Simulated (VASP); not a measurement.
# SnSe (Fm-3m) in VASP: single point with PBEsol

Aim: the single point of SnSe with PBEsol.

Program: VASP 6.6.1. These are calculated values, not measurements. Logs are shortened: lines on timing, memory, paths and dates and some standing lists are left out, and cuts for length are marked.

## Step 1: The cell of the first run

Symmetry: Fm-3m, No. 225, cubic system. Conventional cell: a = 6.020 Å, b = 6.020 Å, c = 6.020 Å, α = 90.00°, β = 90.00°, γ = 90.00°. Within 4.0 Å of Sn (site symmetry m-3m) lie 6 Se at 3.01 Å. Within 4.0 Å of Se (site symmetry m-3m) lie 6 Sn at 3.01 Å.

## Step 2: Single point, PBEsol

INCAR reads:

```
SYSTEM = SnSe
  ALGO = Normal
  EDIFF = 1E-6
  ENCUT = 500
  GGA = PS
  GGA_COMPAT = .FALSE.
  ISIF = 2
  ISMEAR = -1
  LASPH = .TRUE.
  LCHARG = .FALSE.
  LREAL = .FALSE.
  LWAVE = .FALSE.
  NBANDS = 94
  NELM = 120
  PREC = Accurate
  SIGMA = 0.02
```

KPOINTS reads:

```
k-points
0
G
  2 2 2
  0 0 0
```

POSCAR reads:

```
SnSe
1.0
    0.0000000000      6.0200000000      6.0200000000
    6.0200000000      0.0000000000      6.0200000000
    6.0200000000      6.0200000000      0.0000000000
Sn Se
8 8
Direct
    0.0000000000      0.0000000000      0.0000000000
    0.0000000000      0.0000000000      0.5000000000
    0.0000000000      0.5000000000      0.0000000000
    0.0000000000      0.5000000000      0.5000000000
    0.5000000000      0.0000000000      0.0000000000
    0.5000000000      0.0000000000      0.5000000000
    0.5000000000      0.5000000000      0.0000000000
    0.5000000000      0.5000000000      0.5000000000
    0.2500000000      0.2500000000      0.2500000000
    0.2500000000      0.2500000000      0.7500000000
    0.2500000000      0.7500000000      0.2500000000
    0.2500000000      0.7500000000      0.7500000000
    0.7500000000      0.2500000000      0.2500000000
    0.7500000000      0.2500000000      0.7500000000
    0.7500000000      0.7500000000      0.2500000000
    0.7500000000      0.7500000000      0.7500000000
```

Potentials or basis: VASP PAW PBE potentials, release 64 (Sn_d, Se).

Command:

```sh
> cat potpaw_PBE.64/Sn_d/POTCAR potpaw_PBE.64/Se/POTCAR > POTCAR
> mpirun -np 1 vasp_std > vasp.out
```

OUTCAR:

```text
SYSTEM = SnSe
   EDIFF = 1E-6
   ENCUT = 500
   GGA = PS
   ISIF = 2
   ISMEAR = -1
   LASPH = .TRUE.
   LREAL = .FALSE.
   NELM = 120
   PREC = Accurate

 ion  position               nearest neighbor table
   1  0.000  0.000  0.000-  10 3.01  11 3.01  12 3.01  13 3.01  14 3.01  15 3.01
   2  0.000  0.000  0.500-   9 3.01  11 3.01  12 3.01  13 3.01  14 3.01  16 3.01
   3  0.000  0.500  0.000-   9 3.01  10 3.01  12 3.01  13 3.01  15 3.01  16 3.01
   4  0.000  0.500  0.500-   9 3.01  10 3.01  11 3.01  14 3.01  15 3.01  16 3.01
   5  0.500  0.000  0.000-   9 3.01  10 3.01  11 3.01  14 3.01  15 3.01  16 3.01
   6  0.500  0.000  0.500-   9 3.01  10 3.01  12 3.01  13 3.01  15 3.01  16 3.01
[... 8 lines left out ...]
  15  0.750  0.750  0.250-   1 3.01   3 3.01   4 3.01   5 3.01   6 3.01   8 3.01
  16  0.750  0.750  0.750-   2 3.01   3 3.01   4 3.01   5 3.01   6 3.01   7 3.01

  LATTYP: Found a face centered cubic cell.
 ALAT       =    12.0400000000

  Lattice vectors:

 A1 = (   0.0000000000,   6.0200000000,   6.0200000000)
 A2 = (   6.0200000000,   0.0000000000,   6.0200000000)
 A3 = (   6.0200000000,   6.0200000000,   0.0000000000)

Analysis of symmetry for initial positions (statically):
=====================================================================
 Subroutine PRICEL returns following result:

  LATTYP: Found a face centered cubic cell.
 ALAT       =     6.0200000000

  Lattice vectors:

 A1 = (   0.0000000000,   3.0100000000,   3.0100000000)
 A2 = (   3.0100000000,   0.0000000000,   3.0100000000)
 A3 = (   3.0100000000,   3.0100000000,   0.0000000000)

   8 primitive cells build up your supercell.

 Routine SETGRP: Setting up the symmetry group for a
 face centered cubic supercell.

 Subroutine GETGRP returns: Found 48 space group operations
 (whereof 48 operations were pure point group operations)
 out of a pool of 48 trial point group operations.

The static configuration has the point symmetry O_h .

Analysis of symmetry for dynamics (positions and initial velocities):
=====================================================================
 Subroutine PRICEL returns following result:

  LATTYP: Found a face centered cubic cell.
 ALAT       =     6.0200000000

  Lattice vectors:

 A1 = (   0.0000000000,   3.0100000000,   3.0100000000)
 A2 = (   3.0100000000,   0.0000000000,   3.0100000000)
 A3 = (   3.0100000000,   3.0100000000,   0.0000000000)

   8 primitive cells build up your supercell.

 Routine SETGRP: Setting up the symmetry group for a
 face centered cubic supercell.

 Subroutine GETGRP returns: Found 48 space group operations
 (whereof 48 operations were pure point group operations)
 out of a pool of 48 trial point group operations.

The dynamic configuration has the point symmetry O_h .

 Subroutine INISYM returns: Found 48 space group operations
 (whereof 48 operations are pure point group operations),
 and found     8 'primitive' translations

----------------------------------------------------------------------------------------

                                     Primitive cell

  volume of cell :      54.5418

  direct lattice vectors                    reciprocal lattice vectors
     0.000000000  3.010000000  3.010000000    -0.166112957  0.166112957  0.166112957
     3.010000000  0.000000000  3.010000000     0.166112957 -0.166112957  0.166112957
     3.010000000  3.010000000  0.000000000     0.166112957  0.166112957 -0.166112957

  length of vectors
     4.256782823  4.256782823  4.256782823     0.287716081  0.287716081  0.287716081

  position of ions in fractional coordinates (direct lattice)
     0.000000000  0.000000000  0.000000000
     0.500000000  0.500000000  0.500000000

  ion indices of the primitive-cell ions
   primitive index   ion index
                 1           1
                 2           9

----------------------------------------------------------------------------------------

 KPOINTS: k-points

Automatic generation of k-mesh.
 Grid dimensions read from file:
 generate k-points for:    2    2    2

 Generating k-lattice:

  Cartesian coordinates                     Fractional coordinates (reciprocal lattice)
    -0.041528239  0.041528239  0.041528239     0.500000000  0.000000000  0.000000000
     0.041528239 -0.041528239  0.041528239     0.000000000  0.500000000  0.000000000
     0.041528239  0.041528239 -0.041528239     0.000000000  0.000000000  0.500000000

  Length of vectors
     0.071929020  0.071929020  0.071929020

  Shift w.r.t. Gamma in fractional coordinates (k-lattice)
     0.000000000  0.000000000  0.000000000

 Subroutine IBZKPT returns following result:
 ===========================================

 Found      3 irreducible k-points:

 Following reciprocal coordinates:
            Coordinates               Weight
  0.000000  0.000000  0.000000      1.000000
  0.500000  0.000000  0.000000      4.000000
  0.500000  0.500000  0.000000      3.000000
   k-points           NKPTS =      3   k-points in BZ     NKDIM =      3   number of bands    NBANDS=     94
   number of dos      NEDOS =    301   number of ions     NIONS =     16
   total plane-waves  NPLWV = 262144
   dimension x,y,z NGX =    64 NGY =   64 NGZ =   64
   dimension x,y,z NGXF=   128 NGYF=  128 NGZF=  128
   ions per type =               8   8
   NGX,Y,Z   is equivalent  to a cutoff of  12.50, 12.50, 12.50 a.u.
   NGXF,Y,Z  is equivalent  to a cutoff of  24.99, 24.99, 24.99 a.u.
 SYSTEM =  SnSe
   PREC   = accura    normal or accurate (medium, high low for compatibility)
   ISTART =      0    job   : 0-new  1-cont  2-samecut
   ICHARG =      2    charge: 1-file 2-atom 10-const
   ISPIN  =      1    spin polarized calculation?
   LNONCOLLINEAR =      F non collinear calculations
   LSORBIT =      F    spin-orbit coupling
   LASPH  =      T    aspherical Exc in radial PAW
   ENCUT  =  500.0 eV  36.75 Ry    6.06 a.u.  15.52 15.52 15.52*2*pi/ulx,y,z
   NELM   =    120;   NELMIN=  2; NELMDL= -5     # of ELM steps
   EDIFF  = 0.1E-05   stopping-criterion for ELM
   LREAL  =      F    real-space projection
   EDIFFG = 0.1E-04   stopping-criterion for IOM
   NSW    =      0    number of steps for IOM
   IBRION =     -1    ionic relax: 0-MD 1-quasi-New 2-CG
   NFREE  =      0    steps in history (QN), initial steepest desc. (CG)
   ISIF   =      2    stress and relaxation
   ISYM   =      2    0-nonsym 1-usesym 2-fastsym
   POTIM  = 0.5000    time-step for ionic-motion
   TEBEG  =    0.0;   TEEND  =   0.0 temperature during run
   PSTRESS=    0.0 pullay stress
   NELECT =     160.0000    total number of electrons
   NUPDOWN=      -1.0000    fix difference up-down
   EMIN   =  10.00;   EMAX   =-10.00  energy-range for DOS
   EFERMI =   0.00;   METHOD = LEGACY
   ISMEAR =    -1;   SIGMA  =   0.02  broadening in eV -4-tet -1-fermi 0-gaus
   EFERMI_NEDOS =   21; number of points for ismear=-14 and -15
   IALGO  =     38    algorithm
   IMIX   =      4    mixing-type and parameters
     AMIX     =   0.40;   BMIX     =  1.00
     AMIX_MAG =   1.60;   BMIX_MAG =  1.00
  volume/ion in A,a.u.               =      27.27       184.03
  Fermi-wavevector in a.u.,A,eV,Ry     =   1.171768  2.214321 18.681350  1.373040
  Thomas-Fermi vector in A             =   2.308207
   LORBIT       =      0    0 simple, 1 ext, 2 COOP (PROOUT), +10 PAW based schemes
   GGA     = PS    functional components
   LHFCALC =     F    Hartree Fock is set to
   AEXX    =    0.0000 exact exchange contribution
   IVDW    =     0    specifies the selected vdW correction
   LEPSILON=     F    determine dielectric tensor
   LRPA    =     F    only Hartree local field effects (RPA)
 non-spin polarized calculation
  energy-cutoff  :      500.00
  volume of cell :      436.33
 maximum number of plane-waves:     11054
 NGX is ok and might be reduce to    64
   NGX = 31   NGY = 31   NGZ = 31

 number of electron     160.0000043 magnetization

 Free energy of the ion-electron system (eV)
  ---------------------------------------------------
  ext. energy  EPLUGINS =         0.00000000
  ---------------------------------------------------
  free energy    TOTEN  =       -72.23636471 eV

  energy without entropy =      -72.23636462  energy(sigma->0) =      -72.23636467

 E-fermi :   5.6476     XC(G=0):  -9.7985

 val. band max:        5.3325294724   @ k =   0.0000   0.0000   0.0000
 cond. band min:       5.9626616430   @ k =   0.0000   0.0000   0.0000
 fundamental gap:      0.6301321706
 Fermi energy:         5.6475953791

 k-point     1 :       0.0000    0.0000    0.0000
  band No.  band energies     occupation
      1     -16.1182      2.00000
      2     -16.1182      2.00000
      3     -16.1182      2.00000
      4     -16.0970      2.00000
      5     -16.0970      2.00000
      6     -16.0970      2.00000
[... 84 lines left out ...]
     91       6.6397      0.00000
     92       6.6397      0.00000

 k-point     2 :       0.5000    0.0000    0.0000
  band No.  band energies     occupation
      1     -16.1065      2.00000
      2     -16.1065      2.00000
      3     -16.1065      2.00000
      4     -16.1065      2.00000
      5     -16.1065      2.00000
      6     -16.1065      2.00000
[... 84 lines left out ...]
     91       8.0703      0.00000
     92       8.0704      0.00000

 k-point     3 :       0.5000    0.5000    0.0000
  band No.  band energies     occupation
      1     -16.1090      2.00000
      2     -16.1090      2.00000
      3     -16.1011      2.00000
      4     -16.1011      2.00000
      5     -16.0984      2.00000
      6     -16.0984      2.00000
[... 84 lines left out ...]
     91       7.4924      0.00000
     92       7.4924      0.00000
 [bands above 92 left out]

------------------------ aborting loop because EDIFF is reached ----------------------------------------

  FORCE on cell =-STRESS in cart. coord.  units (eV):
  Direction    XX          YY          ZZ          XY          YZ          ZX
  --------------------------------------------------------------------------------------
  -------------------------------------------------------------------------------------
  Total       -8.9427201     -8.9427201     -8.9427201     -0.0000000      0.0000000     -0.0000000
  in kB      -32.8367942    -32.8367942    -32.8367942     -0.0000000      0.0000000     -0.0000000
  external PRESSURE =     -32.8367942 kB  Pullay stress =       0.0000000 kB

 VOLUME and BASIS-vectors are now :
 -----------------------------------------------------------------------------
  energy-cutoff  :      500.00
  volume of cell :      436.33
      direct lattice vectors                 reciprocal lattice vectors
     0.000000000  6.020000000  6.020000000    -0.083056478  0.083056478  0.083056478
     6.020000000  0.000000000  6.020000000     0.083056478 -0.083056478  0.083056478
     6.020000000  6.020000000  0.000000000     0.083056478  0.083056478 -0.083056478

 POSITION                                       TOTAL-FORCE (eV/Angst)
 -----------------------------------------------------------------------------------
      0.00000      0.00000      0.00000        -0.000000     -0.000000     -0.000000
      3.01000      3.01000      0.00000        -0.000000     -0.000000     -0.000000
      3.01000      0.00000      3.01000         0.000000     -0.000000      0.000000
      6.02000      3.01000      3.01000        -0.000000     -0.000000      0.000000
      0.00000      3.01000      3.01000        -0.000000      0.000000     -0.000000
      3.01000      6.02000      3.01000         0.000000      0.000000     -0.000000
[... 8 lines left out ...]
      6.02000      6.02000      9.03000         0.000000      0.000000      0.000000
      9.03000      9.03000      9.03000         0.000000     -0.000000      0.000000
 -----------------------------------------------------------------------------------
    total drift:                                0.000000      0.000000      0.000000

  FREE ENERGIE OF THE ION-ELECTRON SYSTEM (eV)
  ---------------------------------------------------
  free  energy   TOTEN  =       -72.2363647144 eV

  energy  without entropy=      -72.2363646178  energy(sigma->0) =      -72.23636467
```

Wall time 2.1 min (1 thread of AMD EPYC 9R45 (Zen 5), shared host); peak memory 0.55 GiB.

Results:

```yaml
Free_energy: -72.2364 eV
Pressure: -3.3 GPa
Band_gap_on_the_k_mesh: 0.63 eV
```

Caveat: the k points lie up to 0.45 Å⁻¹ apart; the PAW data sets were made with another functional, which shifts forces and pressure a little; spin-orbit coupling is left out, which moves the levels of the heavy elements.
